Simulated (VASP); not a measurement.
# CoSi2 (MoSi2 type) (I4/mmm) in VASP: relaxation of cell and atoms with PBE

Aim: the relaxation of cell and atoms of CoSi2 (MoSi2 type) with PBE.

Everything below comes from runs of VASP 6.6.1. Logs are shortened: lines on timing, memory, paths and dates and some standing lists are left out, and cuts for length are marked.

## 1. The cell of the first run

The structure is tetragonal, space group I4/mmm (No. 139). Conventional cell: a = 3.156 Å, b = 3.156 Å, c = 7.731 Å, α = 90.00°, β = 90.00°, γ = 90.00°. Co (site symmetry 4/mmm) has 10 Si at 2.57 to 2.59 Å and 4 Co at 3.16 Å within 3.4 Å. Within 3.4 Å of Si (site symmetry 4mm) lie 9 Si at 2.55 to 3.16 Å and 5 Co at 2.57 to 2.59 Å.

## 2. Relaxation of cell and atoms, PBE, target pressure 0.083 GPa, at which the enthalpy is minimised

File INCAR:

```
SYSTEM = CoSi2
PREC     = Accurate       ! precision mode
ENCUT    = 600            ! plane-wave cutoff, eV
EDIFF    = 1E-6           ! SCF threshold, eV
ISMEAR   = -1             ! smearing method
SIGMA    = 0.1            ! smearing width, eV
LREAL    = .False.        ! projectors in reciprocal space
LASPH    = .True.         ! aspherical terms in the spheres
NELM     = 60             ! most SCF steps
ALGO     = Normal         ! electronic algorithm
ISIF     = 3              ! what is computed and relaxed
LWAVE    = .False.        ! write WAVECAR
LCHARG   = .False.        ! write CHGCAR
GGA      = PE             ! functional
IBRION   = 2              ! ionic algorithm
NSW      = 60             ! ionic steps
EDIFFG   = -0.005         ! ionic threshold
PSTRESS  = 0.8300000000000001
```

File KPOINTS:

```
Automatic mesh
0
Gamma
  15 15 15
  0 0 0
```

File POSCAR:

```
CoSi2
1.0
   -1.5778333841      1.5778333841      3.8656917911
    1.5778333841     -1.5778333841      3.8656917911
    1.5778333841      1.5778333841     -3.8656917911
Co Si
1 2
Direct
    0.0000000000      0.0000000000      0.0000000000
    0.3350000000      0.3350000000      0.0000000000
   -0.3350000000     -0.3350000000      0.0000000000
```

Potentials or basis: VASP PAW PBE potentials, release 64 (Co, Si).

The run is started by

```
cat potpaw_PBE.64/Co/POTCAR potpaw_PBE.64/Si/POTCAR > POTCAR
mpirun -np 1 vasp_std > vasp.out
```

OUTCAR:

```text
SYSTEM = CoSi2
   PREC = Accurate
   ENCUT = 600
   EDIFF = 1E-6
   ISMEAR = -1
   LREAL = .False.
   LASPH = .True.
   NELM = 60
   ISIF = 3
   GGA = PE
   IBRION = 2
   NSW = 60
   EDIFFG = -0.005
   PSTRESS = 0.8300000000000001

 ion  position               nearest neighbor table
   1  0.000  0.000  0.000-   3 2.57   3 2.57   3 2.57   2 2.57   3 2.57   2 2.57   2 2.57   2 2.57
                             2 2.59   3 2.59
   2  0.335  0.335  0.000-   3 2.55   1 2.57   1 2.57   1 2.57   1 2.57   3 2.59   3 2.59   3 2.59
                             3 2.59   1 2.59
   3  0.665  0.665  0.000-   2 2.55   1 2.57   1 2.57   1 2.57   1 2.57   2 2.59   2 2.59   2 2.59
                             2 2.59   1 2.59

  LATTYP: Found a body centered tetragonal cell.
 ALAT       =     3.1556667682
 C/A-ratio  =     2.4500000000

  Lattice vectors:

 A1 = (  -1.5778333841,   1.5778333841,   3.8656917911)
 A2 = (   1.5778333841,  -1.5778333841,   3.8656917911)
 A3 = (   1.5778333841,   1.5778333841,  -3.8656917911)

Analysis of symmetry for initial positions (statically):
=====================================================================
 Subroutine PRICEL returns:
 Original cell was already a primitive cell.

 Routine SETGRP: Setting up the symmetry group for a
 body centered tetragonal supercell.

 Subroutine GETGRP returns: Found 16 space group operations
 (whereof 16 operations were pure point group operations)
 out of a pool of 16 trial point group operations.

The static configuration has the point symmetry D_4h.

Analysis of symmetry for dynamics (positions and initial velocities):
=====================================================================
 Subroutine PRICEL returns:
 Original cell was already a primitive cell.

 Routine SETGRP: Setting up the symmetry group for a
 body centered tetragonal supercell.

 Subroutine GETGRP returns: Found 16 space group operations
 (whereof 16 operations were pure point group operations)
 out of a pool of 16 trial point group operations.

The dynamic configuration has the point symmetry D_4h.

 Subroutine INISYM returns: Found 16 space group operations
 (whereof 16 operations are pure point group operations),
 and found     1 'primitive' translations

----------------------------------------------------------------------------------------

                                     Primitive cell

  volume of cell :      38.4955

  direct lattice vectors                    reciprocal lattice vectors
    -1.577833384  1.577833384  3.865691791     0.000000000  0.316890240  0.129342955
     1.577833384 -1.577833384  3.865691791     0.316890240  0.000000000  0.129342955
     1.577833384  1.577833384 -3.865691791     0.316890240  0.316890240  0.000000000

  length of vectors
     4.463483998  4.463483998  4.463483998     0.342270397  0.342270397  0.448150475

  position of ions in fractional coordinates (direct lattice)
     0.000000000  0.000000000  0.000000000
     0.335000000  0.335000000  0.000000000
     0.665000000  0.665000000  0.000000000

  ion indices of the primitive-cell ions
   primitive index   ion index
                 1           1
                 2           2
                 3           3

----------------------------------------------------------------------------------------

 KPOINTS: Automatic mesh

Automatic generation of k-mesh.
 Grid dimensions read from file:
 generate k-points for:   15   15   15

 Generating k-lattice:

  Cartesian coordinates                     Fractional coordinates (reciprocal lattice)
     0.000000000  0.021126016  0.008622864     0.066666667  0.000000000  0.000000000
     0.021126016  0.000000000  0.008622864     0.000000000  0.066666667  0.000000000
     0.021126016  0.021126016  0.000000000     0.000000000  0.000000000  0.066666667

  Length of vectors
     0.022818026  0.022818026  0.029876698

  Shift w.r.t. Gamma in fractional coordinates (k-lattice)
     0.000000000  0.000000000  0.000000000

 Subroutine IBZKPT returns following result:
 ===========================================

 Found    288 irreducible k-points:

 Following reciprocal coordinates:
            Coordinates               Weight
  0.000000  0.000000  0.000000      1.000000
  0.066667 -0.000000  0.000000      8.000000
  0.133333 -0.000000  0.000000      8.000000
  0.200000 -0.000000  0.000000      8.000000
  0.266667 -0.000000  0.000000      8.000000
  0.333333 -0.000000  0.000000      8.000000
[... 16 lines left out ...]
  0.133333  0.133333  0.000000      8.000000
  0.200000  0.133333  0.000000     16.000000
 [... further k-points ...]
   k-points           NKPTS =    288   k-points in BZ     NKDIM =    288   number of bands    NBANDS=     12
   number of dos      NEDOS =    301   number of ions     NIONS =      3
   total plane-waves  NPLWV =  46656
   dimension x,y,z NGX =    36 NGY =   36 NGZ =   36
   dimension x,y,z NGXF=    72 NGYF=   72 NGZF=   72
   ions per type =               1   2
   NGX,Y,Z   is equivalent  to a cutoff of  13.41, 13.41, 13.41 a.u.
   NGXF,Y,Z  is equivalent  to a cutoff of  26.82, 26.82, 26.82 a.u.
 SYSTEM =  CoSi2
   PREC   = accura    normal or accurate (medium, high low for compatibility)
   ISTART =      0    job   : 0-new  1-cont  2-samecut
   ICHARG =      2    charge: 1-file 2-atom 10-const
   ISPIN  =      1    spin polarized calculation?
   LNONCOLLINEAR =      F non collinear calculations
   LSORBIT =      F    spin-orbit coupling
   LASPH  =      T    aspherical Exc in radial PAW
   ENCUT  =  600.0 eV  44.10 Ry    6.64 a.u.   8.91  8.91  8.91*2*pi/ulx,y,z
   NELM   =     60;   NELMIN=  2; NELMDL= -5     # of ELM steps
   EDIFF  = 0.1E-05   stopping-criterion for ELM
   LREAL  =      F    real-space projection
   EDIFFG = -.5E-02   stopping-criterion for IOM
   NSW    =     60    number of steps for IOM
   IBRION =      2    ionic relax: 0-MD 1-quasi-New 2-CG
   NFREE  =      1    steps in history (QN), initial steepest desc. (CG)
   ISIF   =      3    stress and relaxation
   ISYM   =      2    0-nonsym 1-usesym 2-fastsym
   POTIM  = 0.5000    time-step for ionic-motion
   TEBEG  =    0.0;   TEEND  =   0.0 temperature during run
   PSTRESS=    0.8 pullay stress
   NELECT =      17.0000    total number of electrons
   NUPDOWN=      -1.0000    fix difference up-down
   EMIN   =  10.00;   EMAX   =-10.00  energy-range for DOS
   EFERMI =   0.00;   METHOD = LEGACY
   ISMEAR =    -1;   SIGMA  =   0.10  broadening in eV -4-tet -1-fermi 0-gaus
   EFERMI_NEDOS =   21; number of points for ismear=-14 and -15
   IALGO  =     38    algorithm
   IMIX   =      4    mixing-type and parameters
     AMIX     =   0.40;   BMIX     =  1.00
     AMIX_MAG =   1.60;   BMIX_MAG =  1.00
  volume/ion in A,a.u.               =      12.83        86.59
  Fermi-wavevector in a.u.,A,eV,Ry     =   1.246679  2.355882 21.146290  1.554208
  Thomas-Fermi vector in A             =   2.380846
   LORBIT       =      0    0 simple, 1 ext, 2 COOP (PROOUT), +10 PAW based schemes
   GGA     = PE    functional components
   LHFCALC =     F    Hartree Fock is set to
   AEXX    =    0.0000 exact exchange contribution
   IVDW    =     0    specifies the selected vdW correction
   LEPSILON=     F    determine dielectric tensor
   LRPA    =     F    only Hartree local field effects (RPA)
 conjugate gradient relaxation of ions
 non-spin polarized calculation
  energy-cutoff  :      600.00
  volume of cell :       38.50
 maximum number of plane-waves:      1302
   NGX = 17   NGY = 17   NGZ = 17

--------------------------------------- Ionic step        1  -------------------------------------------

 number of electron      16.9999998 magnetization

 Free energy of the ion-electron system (eV)
  ---------------------------------------------------
  ext. energy  EPLUGINS =         0.00000000
  ---------------------------------------------------
  free energy    TOTEN  =       -18.01583387 eV

  energy without entropy =      -17.95329362  energy(sigma->0) =      -17.98456375

------------------------ aborting loop because EDIFF is reached ----------------------------------------

  FORCE on cell =-STRESS in cart. coord.  units (eV):
  Direction    XX          YY          ZZ          XY          YZ          ZX
  --------------------------------------------------------------------------------------
  -------------------------------------------------------------------------------------
  Total       -1.0585535     -1.0585535     -4.5900657      0.0000000      0.0000000      0.0000000
  in kB      -44.0568957    -44.0568957   -191.0380964      0.0000000      0.0000000      0.0000000
  external PRESSURE =     -93.8806292 kB  Pullay stress =       0.8300000 kB
[... 96 lines left out ...]
  FREE ENERGIE OF THE ION-ELECTRON SYSTEM (eV)
  ---------------------------------------------------
  free  energy   TOTEN  =       -18.1899427474 eV

  energy  without entropy=      -18.1428302440  energy(sigma->0) =      -18.16638650

  enthalpy is  TOTEN    =       -18.1717267029 eV   P V=        0.0182160445

[... ionic steps 4 to 9 ...]

--------------------------------------- Ionic step       10  -------------------------------------------

 number of electron      17.0000000 magnetization

------------------------ aborting loop because EDIFF is reached ----------------------------------------

  FORCE on cell =-STRESS in cart. coord.  units (eV):
  Direction    XX          YY          ZZ          XY          YZ          ZX
  --------------------------------------------------------------------------------------
  -------------------------------------------------------------------------------------
  Total        0.0275458      0.0275458     -0.0128254      0.0000000      0.0000000     -0.0000000
  in kB        1.2229005      1.2229005     -0.5693853      0.0000000      0.0000000     -0.0000000
  external PRESSURE =      -0.2045281 kB  Pullay stress =       0.8300000 kB
[... 63 lines left out ...]
  enthalpy is  TOTEN    =       -18.2330260758 eV   P V=        0.0186978865

--------------------------------------- Ionic step       12  -------------------------------------------

 number of electron      17.0000000 magnetization

 Free energy of the ion-electron system (eV)
  ---------------------------------------------------
  ext. energy  EPLUGINS =         0.00000000
  ---------------------------------------------------
  free energy    TOTEN  =       -18.25172983 eV

  energy without entropy =      -18.21113399  energy(sigma->0) =      -18.23143191

 E-fermi :  11.8215     XC(G=0): -12.2129

 val. band max:       11.8106734290   @ k =  -0.0667   0.0667   0.0667
 cond. band min:      11.8224218280   @ k =  -0.1333   0.1333   0.0000
 fundamental gap:      0.0117483989
 Fermi energy:        11.8214809668

 k-point     1 :       0.0000    0.0000    0.0000
  band No.  band energies     occupation
      1      -2.7977      2.00000
      2       6.0370      2.00000
      3       8.5657      2.00000
      4       8.5657      2.00000
      5       9.0982      2.00000
      6       9.3137      2.00000
      7      10.1003      2.00000
      8      12.3195      0.01365
      9      13.9523      0.00000
     10      13.9523      0.00000
     11      14.1280      0.00000
     12      14.1280      0.00000
[... 331 lines left out ...]
 k-point    24 :       0.2000    0.1333    0.0000
  band No.  band energies     occupation
      1      -1.6782      2.00000
      2       4.9818      2.00000
      3       7.1028      2.00000
      4       8.2736      2.00000
      5       8.8854      2.00000
      6       9.1487      2.00000
      7       9.4127      2.00000
      8      11.2480      1.99356
      9      11.8773      0.72813
     10      13.0329      0.00001
     11      14.6277      0.00000
     12      15.9922      0.00000

 [... further k-points ...]
[... 5 lines left out ...]
  --------------------------------------------------------------------------------------
  -------------------------------------------------------------------------------------
  Total        0.0235284      0.0235284      0.0204447      0.0000000     -0.0000000      0.0000000
  in kB        1.0448184      1.0448184      0.9078822      0.0000000     -0.0000000      0.0000000
  external PRESSURE =       0.1691730 kB  Pullay stress =       0.8300000 kB
[... 18 lines left out ...]
  FREE ENERGIE OF THE ION-ELECTRON SYSTEM (eV)
  ---------------------------------------------------
  free  energy   TOTEN  =       -18.2517298260 eV

  energy  without entropy=      -18.2111339933  energy(sigma->0) =      -18.23143191

  enthalpy is  TOTEN    =       -18.2330389840 eV   P V=        0.0186908420

 reached required accuracy - stopping structural energy minimisation
```

Wall time 13 min (1 thread of AMD EPYC 9R45 (Zen 5), shared host); peak memory 0.33 GiB.

What came out:

```
Free energy                                                : -18.2517 eV
Relaxed volume                                             : 12.03 Å³/atom
Relaxed cell                                               : a = 4.188 Å, b = 4.188 Å, c = 4.188 Å, α = 135.09°, β = 135.09°, γ = 65.39°
Space group after relaxing (to 0.1 Å)                      : I4/mmm (No. 139)
Energy change on relaxing (the run minimises the enthalpy) : -78.6 meV/atom
Ionic steps                                                : 12
Pressure after relaxing                                    : 0.1 GPa
Band gap on the k mesh                                     : zero (an odd number of electrons rules out a gap without spin polarisation)
```

Forces on the atoms (eV/Å):
```
Co   0.000  0.000  0.000
Si   0.000  0.000 -0.003
Si   0.000  0.000  0.003
```

The path:
| step | energy change (eV) | largest force (eV/Å) | pressure (GPa) | volume (Å³) |
| --- | --- | --- | --- | --- |
| 1 | 0.0000 | 0.3183 | -9.31 | 38.50 |
| 2 | -0.1619 | 0.2295 | 8.18 | 34.42 |
| 3 | -0.1741 | 0.0895 | 3.73 | 35.16 |
| 4 | -0.2275 | 0.3035 | 2.53 | 35.56 |
| 5 | -0.2280 | 0.3301 | 2.53 | 35.60 |
| 6 | -0.2324 | 0.0668 | -2.22 | 36.56 |
| 7 | -0.2355 | 0.0833 | -0.24 | 36.17 |
| 8 | -0.2355 | 0.0768 | -0.41 | 36.18 |
| 9 | -0.2359 | 0.0237 | 0.03 | 36.08 |
| 10 | -0.2359 | 0.0105 | 0.06 | 36.09 |
| 11 | -0.2359 | 0.0068 | 0.04 | 36.09 |
| 12 | -0.2359 | 0.0028 | 0.10 | 36.08 |

Final structure:
```xyz
3
Lattice="-1.5997 1.5997 3.5248 1.5997 -1.5997 3.5248 1.5997 1.5997 -3.5248" Properties=species:S:1:pos:R:3 pbc="T T T"
Co    1.5997    1.5997   -3.5248
Si    0.0000    0.0000    2.3591
Si    0.0000    0.0000    4.6905
```

Caveat: the cell is relaxed towards a set pressure, so the run minimises the enthalpy, not the energy; the run has no spin polarisation, though such a crystal can be magnetic. Spin polarisation is off, so any magnetic state and its effect on volume and gap are missing.
